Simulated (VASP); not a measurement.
# BN (BN (110), 3 layers) in VASP: single point with LDA

Aim: the single point of BN (BN (110), 3 layers) with LDA.

Program: VASP 6.6.1. These are calculated values, not measurements. Logs are shortened: lines on timing, memory, paths and dates and some standing lists are left out, and cuts for length are marked.

### Step 1. The cell of the first run

The cell holds a slab with vacuum, 6 atoms: a = 2.532 Å, b = 3.581 Å, c = 18.532 Å, α = 90.00°, β = 90.00°, γ = 90.00°.

### Step 2. Single point, LDA

Input file INCAR:

```
SYSTEM = BN
PREC = Accurate
ENCUT = 520
EDIFF = 1E-6
ISMEAR = -1
SIGMA = 0.02
LREAL = .False.
LASPH = .True.
NELM = 100
ALGO = Normal
ISIF = 2
LWAVE = .False.
LCHARG = .False.
GGA = CA
NBANDS = 21
```

Input file KPOINTS:

```
regular mesh
0
Gamma
  10 7 1
  0 0 0
```

Input file POSCAR:

```
BN
1.0
    2.5318878315      0.0000000000      0.0000000000
    0.0000000000      3.5806301097      0.0000000000
    0.0000000000      0.0000000000     18.5319000000
B N
3 3
Direct
    0.2500000000      0.0856381718      0.4407069770
    0.7500000000      0.6340962617      0.4999999715
    0.2500000000      0.0856382613      0.5592929582
    0.7500000000      0.9006063549      0.4304155016
    0.2500000000      0.3934143713      0.5000000273
    0.7500000000      0.9006065790      0.5695845645
```

Potentials or basis: VASP PAW LDA potentials, release 64 (B, N).

Command:

```
$ cat potpaw_LDA.64/B/POTCAR potpaw_LDA.64/N/POTCAR > POTCAR
$ mpirun -np 1 vasp_std > vasp.out
```

OUTCAR:

```text
SYSTEM = BN
   PREC = Accurate
   ENCUT = 520
   EDIFF = 1E-6
   ISMEAR = -1
   LREAL = .False.
   LASPH = .True.
   NELM = 100
   ISIF = 2
   GGA = CA

 ion  position               nearest neighbor table
   1  0.250  0.086  0.441-   4 1.44   4 1.44   5 1.56
   2  0.750  0.634  0.500-   5 1.53   5 1.53   4 1.60   6 1.60
   3  0.250  0.086  0.559-   6 1.44   6 1.44   5 1.56
   4  0.750  0.901  0.430-   1 1.44   1 1.44   2 1.60
   5  0.250  0.393  0.500-   2 1.53   2 1.53   3 1.56   1 1.56
   6  0.750  0.901  0.570-   3 1.44   3 1.44   2 1.60

  LATTYP: Found a simple orthorhombic cell.
 ALAT       =     2.5318878315
 B/A-ratio  =     1.4142135624
 C/A-ratio  =     7.3194000814

  Lattice vectors:

 A1 = (   2.5318878315,   0.0000000000,   0.0000000000)
 A2 = (   0.0000000000,   3.5806301097,   0.0000000000)
 A3 = (   0.0000000000,   0.0000000000,  18.5319000000)

Analysis of symmetry for initial positions (statically):
=====================================================================
 Subroutine PRICEL returns:
 Original cell was already a primitive cell.

 Routine SETGRP: Setting up the symmetry group for a
 simple orthorhombic supercell.

 Subroutine GETGRP returns: Found  4 space group operations
 (whereof  2 operations were pure point group operations)
 out of a pool of  8 trial point group operations.

The static configuration has the point symmetry C_1h.
 The point group associated with its full space group is C_2v.

Analysis of symmetry for dynamics (positions and initial velocities):
=====================================================================
 Subroutine PRICEL returns:
 Original cell was already a primitive cell.

 Routine SETGRP: Setting up the symmetry group for a
 simple orthorhombic supercell.

 Subroutine GETGRP returns: Found  4 space group operations
 (whereof  2 operations were pure point group operations)
 out of a pool of  8 trial point group operations.

The dynamic configuration has the point symmetry C_1h.
 The point group associated with its full space group is C_2v.

 Subroutine INISYM returns: Found  4 space group operations
 (whereof  2 operations are pure point group operations),
 and found     1 'primitive' translations

----------------------------------------------------------------------------------------

                                     Primitive cell

  volume of cell :     168.0056

  direct lattice vectors                    reciprocal lattice vectors
     2.531887832  0.000000000  0.000000000     0.394962205  0.000000000  0.000000000
     0.000000000  3.580630110  0.000000000     0.000000000  0.279280453  0.000000000
     0.000000000  0.000000000 18.531900000     0.000000000  0.000000000  0.053961008

  length of vectors
     2.531887832  3.580630110 18.531900000     0.394962205  0.279280453  0.053961008

  position of ions in fractional coordinates (direct lattice)
     0.250000000  0.085638172  0.440706977
     0.750000000  0.634096262  0.499999972
     0.250000000  0.085638261  0.559292958
     0.750000000  0.900606355  0.430415502
     0.250000000  0.393414371  0.500000027
     0.750000000  0.900606579  0.569584564

  ion indices of the primitive-cell ions
   primitive index   ion index
                 1           1
                 2           2
                 3           3
                 4           4
                 5           5
                 6           6

----------------------------------------------------------------------------------------

 KPOINTS: regular mesh

Automatic generation of k-mesh.
 Grid dimensions read from file:
 generate k-points for:   10    7    1

 Generating k-lattice:

  Cartesian coordinates                     Fractional coordinates (reciprocal lattice)
     0.039496220  0.000000000  0.000000000     0.100000000  0.000000000  0.000000000
     0.000000000  0.039897208  0.000000000     0.000000000  0.142857143  0.000000000
     0.000000000  0.000000000  0.053961008     0.000000000  0.000000000  1.000000000

  Length of vectors
     0.039496220  0.039897208  0.053961008

  Shift w.r.t. Gamma in fractional coordinates (k-lattice)
     0.000000000  0.000000000  0.000000000

 Subroutine IBZKPT returns following result:
 ===========================================

 Found     24 irreducible k-points:

 Following reciprocal coordinates:
            Coordinates               Weight
  0.000000  0.000000  0.000000      1.000000
  0.100000  0.000000  0.000000      2.000000
  0.200000  0.000000  0.000000      2.000000
  0.300000  0.000000  0.000000      2.000000
  0.400000  0.000000  0.000000      2.000000
  0.500000  0.000000  0.000000      1.000000
[... 16 lines left out ...]
  0.400000  0.428571  0.000000      4.000000
  0.500000  0.428571  0.000000      2.000000
   k-points           NKPTS =     24   k-points in BZ     NKDIM =     24   number of bands    NBANDS=     21
   number of dos      NEDOS =    301   number of ions     NIONS =      6
   total plane-waves  NPLWV =  78400
   dimension x,y,z NGX =    20 NGY =   28 NGZ =  140
   dimension x,y,z NGXF=    40 NGYF=   56 NGZF=  280
   ions per type =               3   3
   NGX,Y,Z   is equivalent  to a cutoff of  13.13, 13.00, 12.56 a.u.
   NGXF,Y,Z  is equivalent  to a cutoff of  26.26, 26.00, 25.12 a.u.
 SYSTEM =  BN
   PREC   = accura    normal or accurate (medium, high low for compatibility)
   ISTART =      0    job   : 0-new  1-cont  2-samecut
   ICHARG =      2    charge: 1-file 2-atom 10-const
   ISPIN  =      1    spin polarized calculation?
   LNONCOLLINEAR =      F non collinear calculations
   LSORBIT =      F    spin-orbit coupling
   LASPH  =      T    aspherical Exc in radial PAW
   ENCUT  =  520.0 eV  38.22 Ry    6.18 a.u.   4.71  6.66 34.46*2*pi/ulx,y,z
   NELM   =    100;   NELMIN=  2; NELMDL= -5     # of ELM steps
   EDIFF  = 0.1E-05   stopping-criterion for ELM
   LREAL  =      F    real-space projection
   EDIFFG = 0.1E-04   stopping-criterion for IOM
   NSW    =      0    number of steps for IOM
   IBRION =     -1    ionic relax: 0-MD 1-quasi-New 2-CG
   NFREE  =      0    steps in history (QN), initial steepest desc. (CG)
   ISIF   =      2    stress and relaxation
   ISYM   =      2    0-nonsym 1-usesym 2-fastsym
   POTIM  = 0.5000    time-step for ionic-motion
   TEBEG  =    0.0;   TEEND  =   0.0 temperature during run
   PSTRESS=    0.0 pullay stress
   NELECT =      24.0000    total number of electrons
   NUPDOWN=      -1.0000    fix difference up-down
   EMIN   =  10.00;   EMAX   =-10.00  energy-range for DOS
   EFERMI =   0.00;   METHOD = LEGACY
   ISMEAR =    -1;   SIGMA  =   0.02  broadening in eV -4-tet -1-fermi 0-gaus
   EFERMI_NEDOS =   21; number of points for ismear=-14 and -15
   IALGO  =     38    algorithm
   IMIX   =      4    mixing-type and parameters
     AMIX     =   0.40;   BMIX     =  1.00
     AMIX_MAG =   1.60;   BMIX_MAG =  1.00
  volume/ion in A,a.u.               =      28.00       188.96
  Fermi-wavevector in a.u.,A,eV,Ry     =   0.855797  1.617221  9.964744  0.732388
  Thomas-Fermi vector in A             =   1.972601
   LORBIT       =      0    0 simple, 1 ext, 2 COOP (PROOUT), +10 PAW based schemes
   GGA     = CA    functional components
   LHFCALC =     F    Hartree Fock is set to
   AEXX    =    0.0000 exact exchange contribution
   IVDW    =     0    specifies the selected vdW correction
   LEPSILON=     F    determine dielectric tensor
   LRPA    =     F    only Hartree local field effects (RPA)
 non-spin polarized calculation
  energy-cutoff  :      520.00
  volume of cell :      168.01
 maximum number of plane-waves:      4554
 NGX is ok and might be reduce to    20
   NGX =  9   NGY = 13   NGZ = 69

 number of electron      24.0000000 magnetization

 Free energy of the ion-electron system (eV)
  ---------------------------------------------------
  ext. energy  EPLUGINS =         0.00000000
  ---------------------------------------------------
  free energy    TOTEN  =       -54.00386639 eV

  energy without entropy =      -54.00386585  energy(sigma->0) =      -54.00386612

 E-fermi :  -3.2960     XC(G=0):  -3.6864

 val. band max:       -3.5167433839   @ k =   0.0000   0.4286   0.0000
 cond. band min:      -3.0935078782   @ k =   0.5000   0.0000   0.0000
 fundamental gap:      0.4232355057
 Fermi energy:        -3.2960179651

 k-point     1 :       0.0000    0.0000    0.0000
  band No.  band energies     occupation
      1     -23.3410      2.00000
      2     -19.6167      2.00000
      3     -18.2974      2.00000
      4     -12.2820      2.00000
      5     -10.1904      2.00000
      6      -9.7080      2.00000
[... 13 lines left out ...]
     20       5.9426      0.00000
     21       6.5248      0.00000

 k-point     2 :       0.1000    0.0000    0.0000
  band No.  band energies     occupation
      1     -23.1856      2.00000
      2     -19.4981      2.00000
      3     -18.2406      2.00000
      4     -12.1734      2.00000
      5     -10.0270      2.00000
      6      -9.6295      2.00000
[... 13 lines left out ...]
     20       5.5020      0.00000
     21       6.4916      0.00000

 k-point     3 :       0.2000    0.0000    0.0000
  band No.  band energies     occupation
      1     -22.7260      2.00000
      2     -19.1590      2.00000
      3     -18.1385      2.00000
      4     -11.8584      2.00000
      5     -10.9666      2.00000
      6      -9.6162      2.00000
[... 13 lines left out ...]
     20       5.7805      0.00000
     21       6.4259      0.00000
[... 457 lines left out ...]
 k-point    23 :       0.4000    0.4286    0.0000
  band No.  band energies     occupation
      1     -20.0433      2.00000
      2     -19.2847      2.00000
      3     -17.9249      2.00000
      4     -14.1345      2.00000
      5     -12.7350      2.00000
      6     -11.2365      2.00000
[... 13 lines left out ...]
     20       8.2872      0.00000
     21       8.6227      0.00000

 k-point    24 :       0.5000    0.4286    0.0000
  band No.  band energies     occupation
      1     -19.5855      2.00000
      2     -19.1664      2.00000
      3     -17.7241      2.00000
      4     -14.5778      2.00000
      5     -13.3413      2.00000
      6     -11.6389      2.00000
[... 13 lines left out ...]
     20       8.9194      0.00000
     21       8.9258      0.00000

------------------------ aborting loop because EDIFF is reached ----------------------------------------

  FORCE on cell =-STRESS in cart. coord.  units (eV):
  Direction    XX          YY          ZZ          XY          YZ          ZX
  --------------------------------------------------------------------------------------
  -------------------------------------------------------------------------------------
  Total       -2.6053324     -0.4769031      0.0853588      0.0000000      0.0000000      0.0000000
  in kB      -24.8456206     -4.5479619      0.8140203      0.0000000      0.0000000      0.0000000
  external PRESSURE =      -9.5265207 kB  Pullay stress =       0.0000000 kB

 VOLUME and BASIS-vectors are now :
 -----------------------------------------------------------------------------
  energy-cutoff  :      520.00
  volume of cell :      168.01
      direct lattice vectors                 reciprocal lattice vectors
     2.531887832  0.000000000  0.000000000     0.394962205  0.000000000  0.000000000
     0.000000000  3.580630110  0.000000000     0.000000000  0.279280453  0.000000000
     0.000000000  0.000000000 18.531900000     0.000000000  0.000000000  0.053961008

 POSITION                                       TOTAL-FORCE (eV/Angst)
 -----------------------------------------------------------------------------------
      0.63297      0.30664      8.16714         0.000000      0.010955     -0.041789
      1.89892      2.27046      9.26595         0.000000     -0.024136      0.000000
      0.63297      0.30664     10.36476         0.000000      0.010955      0.041789
      1.89892      3.22474      7.97642         0.000000     -0.007104     -0.018478
      0.63297      1.40867      9.26595         0.000000      0.016434      0.000000
      1.89892      3.22474     10.55548         0.000000     -0.007104      0.018478
 -----------------------------------------------------------------------------------
    total drift:                                0.000000      0.000458     -0.001289

  FREE ENERGIE OF THE ION-ELECTRON SYSTEM (eV)
  ---------------------------------------------------
  free  energy   TOTEN  =       -54.0038663929 eV

  energy  without entropy=      -54.0038658505  energy(sigma->0) =      -54.00386612
```

Run time: 69 s. Hardware: 1 thread of AMD EPYC 9R45 (Zen 5), shared host; peak memory 0.21 GiB.

What came out:

| Property | Result |
| --- | --- |
| Free energy | -54.0039 eV |
| Largest force | 0.043 eV/Å |
| Band gap on the k mesh | 0.42 eV, indirect (least direct gap 0.52 eV) |

Forces in eV/Å, atoms in the order of the input:
```
B    0.000  0.011 -0.042
B    0.000 -0.024  0.000
B    0.000  0.011  0.042
N    0.000 -0.007 -0.018
N    0.000  0.016  0.000
N    0.000 -0.007  0.018
```
